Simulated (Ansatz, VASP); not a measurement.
# One calculation of SiC, two programs

Contents of INCAR:

```
SYSTEM = SiC
PREC = Accurate ; ENCUT = 600
EDIFF = 1E-6 ; ISMEAR = 0
SIGMA = 0.02 ; LREAL = .False.
LASPH = .True. ; NELM = 120
ALGO = Normal ; ISIF = 2
LWAVE = .False. ; LCHARG = .False.
GGA = PE ; NBANDS = 16
GGA_COMPAT = .False.
```

The input KPOINTS:

```
Automatic mesh
0
Gamma
  9 9 4
  0 0 0
```

The input POSCAR:

```
SiC
1.0
    3.0760000000      0.0000000000      0.0000000000
   -1.5380000000      2.6638941420      0.0000000000
    0.0000000000      0.0000000000      5.0480000000
Si C
2 2
Direct
    0.3333333333      0.6666666667      0.0000000000
    0.6666666667      0.3333333333      0.5000000000
    0.3333333333      0.6666666667      0.3850000000
    0.6666666667      0.3333333333      0.8850000000
```

Input for Ansatz:

```yaml
crystal:
  lattice:
    - [3.076, 0.0, 0.0]
    - [-1.538, 2.663894142, 0.0]
    - [0.0, 0.0, 5.048]
  atoms:
    - { symbol: Si, position: [0.3333333333, 0.6666666667, 0.0] }
    - { symbol: Si, position: [0.6666666667, 0.3333333333, 0.5] }
    - { symbol: C, position: [0.3333333333, 0.6666666667, 0.385] }
    - { symbol: C, position: [0.6666666667, 0.3333333333, 0.885] }
basis:
  ecutwfc: 420
kpoints:
  mp_grid: { grid: [9, 9, 4] }
hamiltonian:
  xc: pbe
scf:
  occupations: { method: gaussian, width: 0.02 }
output:
  forces: true
  stress: true
  eigenvalues: true
```

Alike in both runs: task single point; functional PBE; k mesh 9 × 9 × 4; occupations gaussian, width 0.02 eV; no spin polarisation.

|  | VASP | Ansatz |
| --- | --- | --- |
| version | VASP 6.6.1 | Ansatz 0.2.0 |
| potentials or method | VASP PAW PBE potentials, release 64 (Si, C), cutoff 600 eV | scalar-relativistic, plane waves, PAW |
| valence electrons in the cell | 16 | 16 |

VASP gave:

```
gap on the k mesh at the Fermi level (eV)                     : 2.32
least direct gap on the mesh (eV)                             : 4.11
pressure (GPa)                                                : 3.5
traceless stress, the component that is largest in VASP (GPa) : -3.24
rms of the force components (eV/Å)                            : 0.434
```

**Question.** Which values does Ansatz return?

**Answer.** gap on the k mesh at the Fermi level (eV): 2.33; least direct gap on the mesh (eV): 4.12; pressure (GPa): 3.7; traceless stress, the component that is largest in VASP (GPa): -3.26; rms of the force components (eV/Å): 0.434.

Atom by atom the forces differ by 0.000 eV/Å (rms over components).
